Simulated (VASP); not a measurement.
Input of a VASP 6.6.1 run:

INCAR

```
PREC = Accurate
ENCUT = 520
EDIFF = 1E-6
ISMEAR = -1
SIGMA = 0.03
LREAL = False
LASPH = True
NELM = 150
ALGO = Normal
ISIF = 2
LWAVE = False
LCHARG = True
MAGMOM = 0 0 0 0 0 0
LORBIT = 11
LSORBIT = True
GGA_COMPAT = False
LORBMOM = True
GGA = PE
LVHAR = True
NBANDS = 30
```

File KPOINTS:

```
regular mesh
0
Gamma
  10 10 10
```

POSCAR

```
CdTe
1.0
    0.0000000000      3.0665640000      3.0665640000
    3.0665640000      0.0000000000      3.0665640000
    3.0665640000      3.0665640000      0.0000000000
Cd Te
1 1
Direct
    0.0000000000      0.0000000000      0.0000000000
    0.5000000000      0.5000000000      0.5000000000
```

Potentials or basis: VASP PAW PBE potentials, release 64 (Cd, Te).

Run with:

```sh
$ cat potpaw_PBE.64/Cd/POTCAR potpaw_PBE.64/Te/POTCAR > POTCAR
$ mpirun -np 1 vasp_ncl > vasp.out
```

Q: Predict the pressure.

A: 0.1 GPa.

Q: Estimate the net moment.

A: 0.00 μB per cell.

Moments on the atoms (μB; x, y, z):
```
Cd  0.00 0.00 0.00
Te  0.00 0.00 0.00
```
